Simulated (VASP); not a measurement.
# ZnO (P6_3/mmc) in VASP: dielectric tensor with PBEsol

Aim: the dielectric tensor of ZnO with PBEsol.

Everything below comes from runs of VASP 6.6.1. Logs are shortened: lines on timing, memory, paths and dates and some standing lists are left out, and cuts for length are marked.

## (1) The cell of the first run

Symmetry: P6_3/mmc, No. 194, hexagonal system. The conventional cell has a = 3.288 Å, b = 3.288 Å, c = 7.130 Å, α = 90.00°, β = 90.00°, γ = 120.00°. Zn (site symmetry -6m2) has 3 O at 1.90 Å within 2.5 Å. Within 2.5 Å of O (site symmetry -6m2) lie 3 Zn at 1.90 Å.

## (2) Dielectric tensor, PBEsol

Input file INCAR:

```
PREC = Accurate ; ENCUT = 520
EDIFF = 1E-8 ; ISMEAR = 0
SIGMA = 0.01 ; LREAL = F
LASPH = T ; NELM = 80
ALGO = Normal ; ISIF = 2
LWAVE = F ; LCHARG = F
GGA = PS ; LEPSILON = T
```

Input file KPOINTS:

```
regular mesh
0
Gamma
  12 12 4
```

Input file POSCAR:

```
ZnO
1.0
    3.2879670000      0.0000000000      0.0000000000
   -1.6439840000      2.8474630000      0.0000000000
    0.0000000000      0.0000000000      7.1304410000
Zn O
2 2
Direct
    0.0000000000      0.0000000000      0.7500000000
    0.0000000000      0.0000000000      0.2500000000
    0.3333333333      0.6666666667      0.2500000000
    0.6666666667      0.3333333333      0.7500000000
```

Potentials or basis: VASP PAW PBE potentials, release 64 (Zn, O).

Command:

```sh
$ cat potpaw_PBE.64/Zn/POTCAR potpaw_PBE.64/O/POTCAR > POTCAR
$ mpirun -np 1 vasp_std > vasp.out
```

OUTCAR:

```text
PREC = Accurate
   ENCUT = 520
   EDIFF = 1E-8
   ISMEAR = 0
   LREAL = F
   LASPH = T
   NELM = 80
   ISIF = 2
   GGA = PS
   LEPSILON = T

 ion  position               nearest neighbor table
   1  0.000  0.000  0.750-   4 1.90   4 1.90   4 1.90
   2  0.000  0.000  0.250-   3 1.90   3 1.90   3 1.90
   3  0.333  0.667  0.250-   2 1.90   2 1.90   2 1.90
   4  0.667  0.333  0.750-   1 1.90   1 1.90   1 1.90

  LATTYP: Found a hexagonal cell.
 ALAT       =     3.2879670000
 C/A-ratio  =     2.1686473739

  Lattice vectors:

 A1 = (   3.2879670000,   0.0000000000,   0.0000000000)
 A2 = (  -1.6439840000,   2.8474630000,   0.0000000000)
 A3 = (   0.0000000000,   0.0000000000,   7.1304410000)

Analysis of symmetry for initial positions (statically):
=====================================================================
 Subroutine PRICEL returns:
 Original cell was already a primitive cell.

 Routine SETGRP: Setting up the symmetry group for a
 hexagonal supercell.

 Subroutine GETGRP returns: Found 24 space group operations
 (whereof 12 operations were pure point group operations)
 out of a pool of 24 trial point group operations.

The static configuration has the point symmetry D_3d.
 The point group associated with its full space group is D_6h.

Analysis of symmetry for dynamics (positions and initial velocities):
=====================================================================
 Subroutine PRICEL returns:
 Original cell was already a primitive cell.

 Routine SETGRP: Setting up the symmetry group for a
 hexagonal supercell.

 Subroutine GETGRP returns: Found 24 space group operations
 (whereof 12 operations were pure point group operations)
 out of a pool of 24 trial point group operations.

The dynamic configuration has the point symmetry D_3d.
 The point group associated with its full space group is D_6h.

 Subroutine INISYM returns: Found 24 space group operations
 (whereof 12 operations are pure point group operations),
 and found     1 'primitive' translations

----------------------------------------------------------------------------------------

                                     Primitive cell

  volume of cell :      66.7578

  direct lattice vectors                    reciprocal lattice vectors
     3.287967000  0.000000000  0.000000000     0.304139306  0.175594960  0.000000000
    -1.643984000  2.847463000  0.000000000     0.000000000  0.351189814  0.000000000
     0.000000000  0.000000000  7.130441000     0.000000000  0.000000000  0.140243780

  length of vectors
     3.287967000  3.287967294  7.130441000     0.351189845  0.351189814  0.140243780

  position of ions in fractional coordinates (direct lattice)
     0.000000000  0.000000000  0.750000000
     0.000000000  0.000000000  0.250000000
     0.333333333  0.666666667  0.250000000
     0.666666667  0.333333333  0.750000000

  ion indices of the primitive-cell ions
   primitive index   ion index
                 1           1
                 2           2
                 3           3
                 4           4

----------------------------------------------------------------------------------------

 KPOINTS: regular mesh

Automatic generation of k-mesh.
 Grid dimensions read from file:
 generate k-points for:   12   12    4

 Generating k-lattice:

  Cartesian coordinates                     Fractional coordinates (reciprocal lattice)
     0.025344942  0.014632913  0.000000000     0.083333333  0.000000000  0.000000000
     0.000000000  0.029265818  0.000000000     0.000000000  0.083333333  0.000000000
     0.000000000  0.000000000  0.035060945     0.000000000  0.000000000  0.250000000

  Length of vectors
     0.029265820  0.029265818  0.035060945

  Shift w.r.t. Gamma in fractional coordinates (k-lattice)
     0.000000000  0.000000000  0.000000000

[... 78 lines left out ...]
   IVDW    =     0    specifies the selected vdW correction
   LEPSILON=     T    determine dielectric tensor
   LRPA    =     F    only Hartree local field effects (RPA)
 non-spin polarized calculation
 Gauss-broadening in eV      SIGMA  =   0.01
  energy-cutoff  :      520.00
  volume of cell :       66.76
 maximum number of plane-waves:      1824
   NGX = 13   NGY = 13   NGZ = 27

--------------------------------------- Ionic step        1  -------------------------------------------

 number of electron      36.0000026 magnetization

 E-fermi :  -0.8209     XC(G=0):  -9.1736

 val. band max:       -0.9118062833   @ k =   0.0000   0.0000   0.0000
 cond. band min:      -0.1594027613   @ k =   0.0000   0.0000   0.0000
 fundamental gap:      0.7524035219
 Fermi energy:        -0.8208569017

 k-point     1 :       0.0000    0.0000    0.0000
  band No.  band energies     occupation
      1     -18.3086      2.00000
      2     -18.2255      2.00000
      3      -7.0394      2.00000
      4      -7.0394      2.00000
      5      -7.0246      2.00000
      6      -7.0246      2.00000
[... 589 lines left out ...]
     21       5.8595      0.00000
     22       7.6395      0.00000

 [... further k-points ...]

  FORCE on cell =-STRESS in cart. coord.  units (eV):
  Direction    XX          YY          ZZ          XY          YZ          ZX
  --------------------------------------------------------------------------------------
  -------------------------------------------------------------------------------------
  Total       -2.2199269     -2.2199270     -0.3664447      0.0000004      0.0000000      0.0000000
  in kB      -53.2779273    -53.2779292     -8.7946210      0.0000094      0.0000000      0.0000000
  external PRESSURE =     -38.4501592 kB  Pullay stress =       0.0000000 kB

 VOLUME and BASIS-vectors are now :
 -----------------------------------------------------------------------------
  energy-cutoff  :      520.00
  volume of cell :       66.76
      direct lattice vectors                 reciprocal lattice vectors
     3.287967000  0.000000000  0.000000000     0.304139306  0.175594960  0.000000000
    -1.643984000  2.847463000  0.000000000     0.000000000  0.351189814  0.000000000
     0.000000000  0.000000000  7.130441000     0.000000000  0.000000000  0.140243780

 POSITION                                       TOTAL-FORCE (eV/Angst)
 -----------------------------------------------------------------------------------
      0.00000      0.00000      5.34783        -0.000000      0.000000     -0.000000
      0.00000      0.00000      1.78261         0.000000     -0.000000     -0.000000
     -0.00000      1.89831      1.78261         0.000000      0.000000     -0.000000
      1.64398      0.94915      5.34783        -0.000000     -0.000000      0.000000
 -----------------------------------------------------------------------------------
    total drift:                               -0.000000      0.000000      0.000000

  FREE ENERGIE OF THE ION-ELECTRON SYSTEM (eV)
  ---------------------------------------------------
  free  energy   TOTEN  =       -18.2699853164 eV

  energy  without entropy=      -18.2699853164  energy(sigma->0) =      -18.26998532

 HEAD OF MICROSCOPIC STATIC DIELECTRIC TENSOR (INDEPENDENT PARTICLE, excluding Hartree and local field effects)
 ------------------------------------------------------
           5.828143    -0.000001     0.000000
          -0.000001     5.828143     0.000000
           0.000000    -0.000000     3.209819
 ------------------------------------------------------

 Free energy of the ion-electron system (eV)
  ---------------------------------------------------
  ---------------------------------------------------
  free energy    TOTEN  =        -0.91094259 eV

  energy without entropy =       -0.91094259

------------------------ aborting loop because EDIFF is reached ----------------------------------------

--------------------------------------- Ionic step        2  -------------------------------------------

------------------------ aborting loop because EDIFF is reached ----------------------------------------

--------------------------------------- Ionic step        3  -------------------------------------------

 Free energy of the ion-electron system (eV)
  ---------------------------------------------------
  ---------------------------------------------------
  free energy    TOTEN  =        -0.39311777 eV

  energy without entropy =       -0.39311777

------------------------ aborting loop because EDIFF is reached ----------------------------------------

 PIEZOELECTRIC TENSOR FIELD DIRECTION 3  (e Angst)
 -----------------------------------------------------------------------------
     0.00050 -0.00000  0.00000           (  0.00001 -0.00000  0.00000)
    -0.00000  0.00050  0.00000           ( -0.00000  0.00001  0.00000)
     0.00000 -0.00000 -0.00043           (  0.00000  0.00000 -0.00000)

 PIEZOELECTRIC TENSOR FIELD DIRECTION 3  (C/m^2)
 -----------------------------------------------------------------------------
     0.00012 -0.00000  0.00000
    -0.00000  0.00012  0.00000
     0.00000 -0.00000 -0.00010

 MACROSCOPIC STATIC DIELECTRIC TENSOR (including local field effects in DFT)
 ------------------------------------------------------
           5.738207    -0.000001     0.000000
          -0.000001     5.738207     0.000000
           0.000000     0.000000     2.911251
 ------------------------------------------------------

 PIEZOELECTRIC TENSOR (including local field effects)  for field in x, y, z        (e  Angst)
          XX          YY          ZZ          XY          YZ          ZX
  --------------------------------------------------------------------------------
  x     0.00000     0.00000     0.00000     0.00000     0.00000     0.00000
  y     0.00000     0.00000     0.00000     0.00000     0.00000     0.00000
  z     0.00000     0.00000     0.00000     0.00000     0.00000     0.00000

 PIEZOELECTRIC TENSOR (including local field effects)  for field in x, y, z        (C/m^2)
          XX          YY          ZZ          XY          YZ          ZX
  --------------------------------------------------------------------------------
  x     0.00000     0.00000     0.00000     0.00000     0.00000     0.00000
  y     0.00000     0.00000     0.00000     0.00000     0.00000     0.00000
  z     0.00000     0.00000     0.00000     0.00000     0.00000     0.00000

 BORN EFFECTIVE CHARGES (including local field effects) (in |e|, cummulative output)
 ---------------------------------------------------------------------------------
 ion    1
    1     2.55556    -0.00000     0.00000
    2    -0.00000     2.55556     0.00000
    3     0.00000     0.00000     0.86977
 ion    2
    1     2.55556    -0.00000     0.00000
    2    -0.00000     2.55556     0.00000
    3     0.00000    -0.00000     0.86977
 ion    3
    1    -2.55556     0.00000     0.00000
    2     0.00000    -2.55556     0.00000
    3     0.00000     0.00000    -0.86977
 ion    4
    1    -2.55556     0.00000     0.00000
    2     0.00000    -2.55556     0.00000
    3     0.00000     0.00000    -0.86977
```

It took 7.2 min on 1 thread of Intel Xeon 6975P-C (Granite Rapids), shared host; peak memory 0.51 GiB.

What came out:

| Property | Result |
| --- | --- |
| Band gap on the k mesh | 0.75 eV |
| Electronic dielectric tensor (diagonal) | 5.74, 5.74, 2.91 |
| Born charges (mean of the diagonal) | Zn +1.99; O -1.99 e |

Electronic dielectric tensor:
```
5.74 0.00 0.00
0.00 5.74 0.00
0.00 0.00 2.91
```

Born effective charge tensors (e):
atom 1, Zn
```
2.56 0.00 0.00
0.00 2.56 0.00
0.00 0.00 0.87
```
atom 2, Zn
```
2.56 0.00 0.00
0.00 2.56 0.00
0.00 0.00 0.87
```
atom 3, O
```
-2.56  0.00  0.00
 0.00 -2.56  0.00
 0.00  0.00 -0.87
```
atom 4, O
```
-2.56  0.00  0.00
 0.00 -2.56  0.00
 0.00  0.00 -0.87
```

Caveat: semilocal functionals underestimate gaps, and a narrow one can read as zero; the PAW data sets were made with another functional, which shifts forces and pressure a little. A k mesh can miss the band edges.
